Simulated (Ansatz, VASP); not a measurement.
**One calculation of GeS, two programs**

```
CELL_PARAMETERS angstrom
10.29442 0.00000 0.00000
0.00000 3.66354 0.00000
0.00000 0.00000 4.14889
ATOMIC_POSITIONS crystal
Ge 0.11930 0.25000 0.12023
Ge 0.38070 0.75000 0.62023
Ge 0.61930 0.25000 0.37977
Ge 0.88070 0.75000 0.87977
S 0.85231 0.25000 0.49471
S 0.64769 0.75000 0.99471
S 0.35231 0.25000 0.00529
S 0.14769 0.75000 0.50529
```

Alike in both runs: functional PBEsol; k mesh 4 × 8 × 6; occupations gaussian, width 0.02 eV; no spin polarisation.

Ansatz relaxed the structure, and its values are those at the end. VASP's run is a single point on that final structure, the one shown.

|  | VASP | Ansatz |
| --- | --- | --- |
| version | VASP 6.6.1 | Ansatz 0.2.0 |
| potentials or method | VASP PAW PBE potentials, release 64 (Ge_d, S), cutoff 500 eV | scalar-relativistic, plane waves, PAW |
| valence electrons in the cell | 80 | 80 |

|  | VASP | Ansatz | Ansatz less VASP |
| --- | --- | --- | --- |
| gap on the k mesh at the Fermi level (eV) | 0.83 | 0.83 | +0.006 |
| least direct gap on the mesh (eV) | 1.06 | 1.06 | +0.001 |
| pressure (GPa) | -0.1 | 0.0 | +0.08 |
| rms of the force components (eV/Å) | 0.003 | 0.001 | -0.0024 |

VASP's potentials were made for PBE, not for PBEsol.
